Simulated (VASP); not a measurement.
A run of VASP 6.6.1 is set up as follows.

INCAR

```
ALGO = Fast
EDIFF = 1E-7
ENCUT = 520
GGA = PE
ISIF = 2
ISMEAR = 0
LASPH = T
LCHARG = T
LELF = T
LREAL = F
LVHAR = T
LWAVE = F
NBANDS = 30
NELM = 80
PREC = Accurate
SIGMA = 0.1
```

File KPOINTS:

```
k-points
0
Gamma
  12 12 8
```

Contents of POSCAR:

```
GaRe2Sb3
1.0
    4.9998740586      0.0000000000      0.0000000000
   -2.4999370293      4.3300179505      0.0000000000
    0.0000000000      0.0000000000      5.7257416393
Ga Re Sb
1 2 3
Direct
    0.0000000000      0.0000000000      0.0000000000
    0.3333333333      0.6666666667      0.5000000000
    0.6666666667      0.3333333333      0.5000000000
    0.3333333333      0.6666666667      0.0000000000
    0.6666666667      0.3333333333      0.0000000000
    0.0000000000      0.0000000000      0.5000000000
```

Potentials or basis: VASP PAW PBE potentials, release 64 (Ga_d, Re, Sb).

Launch:

```bash
$ cat potpaw_PBE.64/Ga_d/POTCAR potpaw_PBE.64/Re/POTCAR potpaw_PBE.64/Sb/POTCAR > POTCAR
$ mpirun -np 1 vasp_std > vasp.out
```

**Question.** What does it give for the pressure?

**Answer.** -0.1 GPa.

**Question.** Estimate the band gap on the k mesh.

**Answer.** Zero (bands 21 and 22 overlap by 1.39 eV).

Stress tensor (GPa, compression positive):
```
-0.02  0.00  0.00
 0.00 -0.02  0.00
 0.00  0.00 -0.21
```

Caveat: spin-orbit coupling is left out, which moves the levels of the heavy elements.
